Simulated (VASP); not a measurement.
ZnO: single point with PBE

Crystal: ZnO.

```xyz
8
Lattice="3.2718 0.0000 0.0000 -1.6359 2.8335 0.0000 0.0000 0.0000 10.6300" Properties=species:S:1:pos:R:3 pbc="T T T"
Zn    1.6359    0.9445    8.9728
Zn    0.0000    1.8890    3.6578
Zn    0.0000    0.0000    6.3175
Zn    0.0000    0.0000    1.0025
O     1.6359    0.9445    6.9724
O     0.0000    1.8890    1.6574
O     0.0000    0.0000    4.3123
O     0.0000    0.0000    9.6273
```

```json
{
  "Program": "VASP 6.6.1",
  "Task": "single point",
  "Functional": "PBE",
  "Potentials or basis": "VASP PAW PBE potentials, release 64 (Zn, O)",
  "Cutoff": "520 eV",
  "k mesh": "12 × 12 × 4",
  "Occupations": "gaussian, width 0.02 eV",
  "Spin": "no spin polarisation"
}
```

- Pressure: 0.9 GPa
- Band gap on the k mesh: 0.67 eV, direct

Levels at points of the mesh, in eV from the valence-band top:
| k point | band 34 | band 35 | band 36 | band 37 | band 38 | band 39 |
| --- | --- | --- | --- | --- | --- | --- |
| (0.00, 0.00, 0.00) | -0.04 | 0.00 | 0.00 | 0.67 | 3.21 | 3.36 |
| (0.50, 0.00, 0.00) | -1.34 | -0.91 | -0.78 | 5.31 | 5.33 | 6.15 |
| (0.00, 0.00, 0.50) | -0.11 | -0.11 | -0.11 | 1.79 | 1.79 | 4.61 |
| (0.50, 0.00, 0.50) | -1.17 | -0.96 | -0.96 | 5.59 | 5.59 | 5.96 |

Wall time 4.2 min on 1 thread of Intel Xeon 6975P-C (shared host), peak memory 0.33 GiB.

A k mesh can miss the band edges.
